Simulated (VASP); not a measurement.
# CdH2O2 (P-3m1) in VASP: further runs, part 2 of 3

VASP 6.6.1. The steps go on from the part before.

### Step 3. Single point, PBEsol (strain -0.015 along x and y, +0.000 along z)

File INCAR:

```
ALGO     = Normal         # electronic algorithm
EDIFF    = 1E-6           # SCF threshold, eV
ENCUT    = 700            # plane-wave cutoff, eV
GGA      = PS             # functional
GGA_COMPAT= False        
ISIF     = 2              # what is computed and relaxed
ISMEAR   = 0              # smearing method
LASPH    = True           # aspherical terms in the spheres
LCHARG   = False          # write CHGCAR
LREAL    = False          # projectors in reciprocal space
LWAVE    = False          # write WAVECAR
NBANDS   = 25             # bands
NELM     = 120            # most SCF steps
PREC     = Accurate       # precision mode
SIGMA    = 0.05           # smearing width, eV
```

File KPOINTS:

```
k-points
0
Gamma
  9 9 6
```

File POSCAR:

```
CdH2O2
1.0
    3.4627930753      0.0000000000      0.0000000000
   -1.7313965376      2.9988667712      0.0000000000
    0.0000000000      0.0000000000      4.6429792900
Cd H O
1 2 2
Direct
    0.0000000000      0.0000000000      0.0000000000
    0.6666666667      0.3333333333      0.5509607200
    0.3333333333      0.6666666667      0.4490392800
    0.6666666667      0.3333333333      0.7593720000
    0.3333333333      0.6666666667      0.2406280000
```

Potentials or basis: VASP PAW PBE potentials, release 64 (Cd_sv_GW, H, O).

Run with:

```
$ cat potpaw_PBE.64/Cd_sv_GW/POTCAR potpaw_PBE.64/H/POTCAR potpaw_PBE.64/O/POTCAR > POTCAR
$ mpirun -np 1 vasp_std > vasp.out
```

OUTCAR:

```text
EDIFF = 1E-6
   ENCUT = 700
   GGA = PS
   ISIF = 2
   ISMEAR = 0
   LASPH = True
   LREAL = False
   NELM = 120
   PREC = Accurate

 ion  position               nearest neighbor table
   1  0.000  0.000  0.000-   4 2.29   5 2.29   5 2.29   4 2.29   4 2.29   5 2.29
   2  0.667  0.333  0.551-   4 0.97
   3  0.333  0.667  0.449-   5 0.97
   4  0.667  0.333  0.759-   2 0.97   1 2.29   1 2.29   1 2.29
   5  0.333  0.667  0.241-   3 0.97   1 2.29   1 2.29   1 2.29

  LATTYP: Found a hexagonal cell.
 ALAT       =     3.4627930753
 C/A-ratio  =     1.3408191564

  Lattice vectors:

 A1 = (   3.4627930753,   0.0000000000,   0.0000000000)
 A2 = (  -1.7313965376,   2.9988667712,   0.0000000000)
 A3 = (   0.0000000000,   0.0000000000,   4.6429792900)

Analysis of symmetry for initial positions (statically):
=====================================================================
 Subroutine PRICEL returns:
 Original cell was already a primitive cell.

 Routine SETGRP: Setting up the symmetry group for a
 hexagonal supercell.

 Subroutine GETGRP returns: Found 12 space group operations
 (whereof 12 operations were pure point group operations)
 out of a pool of 24 trial point group operations.

The static configuration has the point symmetry D_3d.

Analysis of symmetry for dynamics (positions and initial velocities):
=====================================================================
 Subroutine PRICEL returns:
 Original cell was already a primitive cell.

 Routine SETGRP: Setting up the symmetry group for a
 hexagonal supercell.

 Subroutine GETGRP returns: Found 12 space group operations
 (whereof 12 operations were pure point group operations)
 out of a pool of 24 trial point group operations.

The dynamic configuration has the point symmetry D_3d.

 Subroutine INISYM returns: Found 12 space group operations
 (whereof 12 operations are pure point group operations),
[... 121 lines left out ...]
     AMIX     =   0.40;   BMIX     =  1.00
     AMIX_MAG =   1.60;   BMIX_MAG =  1.00
  volume/ion in A,a.u.               =       9.64        65.07
  Fermi-wavevector in a.u.,A,eV,Ry     =   1.457161  2.753636 28.889512  2.123319
  Thomas-Fermi vector in A             =   2.573995
   LORBIT       =      0    0 simple, 1 ext, 2 COOP (PROOUT), +10 PAW based schemes
   GGA     = PS    functional components
   LHFCALC =     F    Hartree Fock is set to
   AEXX    =    0.0000 exact exchange contribution
   IVDW    =     0    specifies the selected vdW correction
   LEPSILON=     F    determine dielectric tensor
   LRPA    =     F    only Hartree local field effects (RPA)
 non-spin polarized calculation
 Gauss-broadening in eV      SIGMA  =   0.05
  energy-cutoff  :      700.00
  volume of cell :       48.21
 maximum number of plane-waves:      2061
 NGX is ok and might be reduce to    30
   NGX = 15   NGY = 15   NGZ = 21

 number of electron      33.9999998 magnetization

 Free energy of the ion-electron system (eV)
  ---------------------------------------------------
  ext. energy  EPLUGINS =         0.00000000
  ---------------------------------------------------
  free energy    TOTEN  =       -23.59722664 eV

  energy without entropy =      -23.59722664  energy(sigma->0) =      -23.59722664

 E-fermi :   2.2747     XC(G=0): -10.4945

 val. band max:        1.6987712134   @ k =   0.4444   0.0000   0.0000
 cond. band min:       3.3918608042   @ k =   0.0000   0.0000   0.0000
 fundamental gap:      1.6930895908
 Fermi energy:         2.2747447795

 k-point     1 :       0.0000    0.0000    0.0000
  band No.  band energies     occupation
      1     -97.8406      2.00000
      2     -58.9923      2.00000
      3     -58.9466      2.00000
      4     -58.9466      2.00000
      5     -16.9714      2.00000
      6     -15.8848      2.00000
[... 661 lines left out ...]
     24      15.7715      0.00000
     25      17.2326      0.00000

 [... further k-points ...]

------------------------ aborting loop because EDIFF is reached ----------------------------------------

  FORCE on cell =-STRESS in cart. coord.  units (eV):
  Direction    XX          YY          ZZ          XY          YZ          ZX
  --------------------------------------------------------------------------------------
  -------------------------------------------------------------------------------------
  Total        0.5101253      0.5101253      1.0914864      0.0000000      0.0000000      0.0000000
  in kB       16.9514549     16.9514549     36.2700740      0.0000000      0.0000000      0.0000000
  external PRESSURE =      23.3909946 kB  Pullay stress =       0.0000000 kB

 VOLUME and BASIS-vectors are now :
 -----------------------------------------------------------------------------
  energy-cutoff  :      700.00
  volume of cell :       48.21
      direct lattice vectors                 reciprocal lattice vectors
     3.462793075  0.000000000  0.000000000     0.288784221  0.166729648  0.000000000
    -1.731396538  2.998866771  0.000000000     0.000000000  0.333459295  0.000000000
     0.000000000  0.000000000  4.642979290     0.000000000  0.000000000  0.215378949

 POSITION                                       TOTAL-FORCE (eV/Angst)
 -----------------------------------------------------------------------------------
      0.00000      0.00000      0.00000         0.000000      0.000000      0.000000
      1.73140      0.99962      2.55810        -0.000000      0.000000     -0.610859
     -0.00000      1.99924      2.08488         0.000000     -0.000000      0.610859
      1.73140      0.99962      3.52575         0.000000      0.000000      0.568629
     -0.00000      1.99924      1.11723        -0.000000      0.000000     -0.568629
 -----------------------------------------------------------------------------------
    total drift:                                0.000000     -0.000000     -0.000000

  FREE ENERGIE OF THE ION-ELECTRON SYSTEM (eV)
  ---------------------------------------------------
  free  energy   TOTEN  =       -23.5972266394 eV

  energy  without entropy=      -23.5972266394  energy(sigma->0) =      -23.59722664
```

OSZICAR:

```text
N       E                     dE             d eps       ncg     rms          rms(c)
DAV:   1     0.620539173994E+03    0.62054E+03   -0.21897E+04  3116   0.211E+03
DAV:   2     0.396114551435E+02   -0.58093E+03   -0.52065E+03  3111   0.640E+02
DAV:   3    -0.241533197126E+02   -0.63765E+02   -0.62589E+02  4816   0.238E+02
DAV:   4    -0.266389164732E+02   -0.24856E+01   -0.24807E+01  4119   0.507E+01
DAV:   5    -0.267200025146E+02   -0.81086E-01   -0.81077E-01  4402   0.836E+00    0.168E+01
DAV:   6    -0.236186913019E+02    0.31013E+01   -0.73091E+00  4259   0.552E+01    0.147E+01
DAV:   7    -0.236353025314E+02   -0.16611E-01   -0.89603E-01  3361   0.891E+00    0.997E+00
DAV:   8    -0.236239888750E+02    0.11314E-01   -0.30947E-01  4778   0.931E+00    0.221E+00
DAV:   9    -0.235969807830E+02    0.27008E-01   -0.63006E-02  4431   0.562E+00    0.259E-01
DAV:  10    -0.235971486004E+02   -0.16782E-03   -0.88146E-03  3731   0.865E-01    0.953E-02
DAV:  11    -0.235972253825E+02   -0.76782E-04   -0.35196E-04  4961   0.226E-01    0.465E-02
DAV:  12    -0.235972205497E+02    0.48328E-05   -0.45567E-05  4618   0.104E-01    0.213E-02
DAV:  13    -0.235972262754E+02   -0.57257E-05   -0.78967E-06  3745   0.240E-02    0.294E-03
DAV:  14    -0.235972266394E+02   -0.36400E-06   -0.66621E-07  2879   0.262E-02
   1 F= -.23597227E+02 E0= -.23597227E+02  d E =-.816217E-61
```

stdout:

```text
POSCAR found type information on POSCAR CdH O
 POSCAR found :  3 types and       5 ions
 scaLAPACK will be used
 -----------------------------------------------------------------------------
|                                                                             |
|                                                                             |
|     You enforced a specific xc type in the INCAR file but a different       |
|     I HOPE YOU KNOW WHAT YOU ARE DOING!                                     |
|                                                                             |
 -----------------------------------------------------------------------------

 LDA part: xc-table for (Slater+PW92), standard interpolation
 POSCAR, INCAR and KPOINTS ok, starting setup
 FFT: planning ... GRIDC
 FFT: planning ... GRID_SOFT
 FFT: planning ... GRID
 WAVECAR not read
 entering main loop
```

Wall time 76 s (1 thread of Intel Xeon Platinum 8488C (Sapphire Rapids), shared host); peak memory 0.27 GiB.

Results:

* Free energy: -23.5972 eV
* Pressure: 2.3 GPa
* Largest force: 0.611 eV/Å
* Band gap on the k mesh: 1.69 eV (least direct gap 2.01 eV)

Forces in eV/Å, atoms in the order of the input:
```
Cd   0.000  0.000  0.000
H    0.000  0.000 -0.611
H    0.000  0.000  0.611
O    0.000  0.000  0.569
O    0.000  0.000 -0.569
```

Stress tensor (GPa, compression positive):
```
1.70 0.00 0.00
0.00 1.70 0.00
0.00 0.00 3.63
```

Caveat: the cell differs from its parent crystal (strain -0.015 along x and y, +0.000 along z); the PAW data sets were made with another functional, which shifts forces and pressure a little. A k mesh can miss the band edges.

### Step 4. Single point, PBEsol (strain -0.030 along x and y, +0.015 along z)

File INCAR:

```
PREC = Accurate
ENCUT = 700
EDIFF = 1E-6
ISMEAR = 0
SIGMA = 0.05
LREAL = F
LASPH = T
NELM = 120
ALGO = Normal
ISIF = 2
LWAVE = F
LCHARG = F
GGA = PS
NBANDS = 25
GGA_COMPAT = F
```

File KPOINTS:

```
Automatic mesh
0
Gamma
  9 9 6
```

Edit POSCAR of step 3 so:

```diff
@@ -2,5 +2,5 @@
 1.0
-    3.4627930753      0.0000000000      0.0000000000
-   -1.7313965376      2.9988667712      0.0000000000
-    0.0000000000      0.0000000000      4.6429792900
+    3.4100601858      0.0000000000      0.0000000000
+   -1.7050300929      2.9531987493      0.0000000000
+    0.0000000000      0.0000000000      4.7126239794
 Cd H O
```

Run with:

```
$ cat potpaw_PBE.64/Cd_sv_GW/POTCAR potpaw_PBE.64/H/POTCAR potpaw_PBE.64/O/POTCAR > POTCAR
$ mpirun -np 1 vasp_std > vasp.out
```

Run time: 90 s. Hardware: 1 thread of AMD EPYC 7R13 (Zen 3), shared host; peak memory 0.25 GiB.

It converged, with:

| Item | Value |
| --- | --- |
| Free energy | -23.5740 eV |
| Pressure | 3.0 GPa |
| Largest force | 0.238 eV/Å |
| Band gap on the k mesh | 1.70 eV (least direct gap 1.98 eV) |

Forces on the atoms (eV/Å):
```
Cd   0.000  0.000  0.000
H    0.000  0.000  0.081
H    0.000  0.000 -0.081
O    0.000  0.000 -0.238
O    0.000  0.000  0.238
```

Stress tensor (GPa, compression positive):
```
 4.69  0.00  0.00
 0.00  4.69  0.00
 0.00  0.00 -0.38
```

Levels at points of the mesh, in eV from the valence-band top:
```
           k point  band 14  band 15  band 16  band 17  band 18  band 19  band 20  band 21
(0.00, 0.00, 0.00)    -1.18    -1.18    -0.28    -0.28     1.70     6.10     9.84    13.43
(0.00, 0.00, 0.50)    -1.41    -1.41    -0.01    -0.01     4.35     4.50    10.75    10.75
```

Caveat: the cell differs from its parent crystal (strain -0.030 along x and y, +0.015 along z); the stress differs along the axes, from -0 to 5 GPa; the PAW data sets were made with another functional, which shifts forces and pressure a little. A k mesh can miss the band edges.

(Part 2 of 3 ends here.)
